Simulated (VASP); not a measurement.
A run of VASP 6.6.1 is set up as follows.

The input INCAR:

```
SYSTEM = KBr
PREC = Accurate
ENCUT = 500
EDIFF = 1E-6
ISMEAR = 1
SIGMA = 0.05
LREAL = .FALSE.
LASPH = .TRUE.
NELM = 120
ALGO = Normal
ISIF = 2
LWAVE = .FALSE.
LCHARG = .FALSE.
GGA = LIBXC
LIBXC1 = GGA_X_B88
LIBXC2 = GGA_C_PBE
NBANDS = 15
GGA_COMPAT = .FALSE.
```

The input KPOINTS:

```
regular mesh
0
G
  7 7 7
  0 0 0
```

POSCAR

```
KBr
1.0
    4.0434990000      0.0000000000      0.0000000000
    0.0000000000      4.0434990000      0.0000000000
    0.0000000000      0.0000000000      4.0434990000
Br K
1 1
Direct
    0.5000000000      0.5000000000      0.5000000000
    0.0000000000      0.0000000000      0.0000000000
```

Potentials or basis: VASP PAW PBE potentials, release 64 (Br, K_sv).

Run with:

```bash
$ cat potpaw_PBE.64/Br/POTCAR potpaw_PBE.64/K_sv/POTCAR > POTCAR
$ mpirun -np 1 vasp_std > vasp.out
```

(1) What does it give for the band gap on the k mesh?

(2) Predict the pressure.

## Answers

(1) 4.02 eV (least direct gap 4.25 eV).

(2) 0.4 GPa.

Caveat: the PAW data sets were made with another functional, which shifts forces and pressure a little; an odd mesh through Γ misses points on the zone boundary, where band edges can lie.
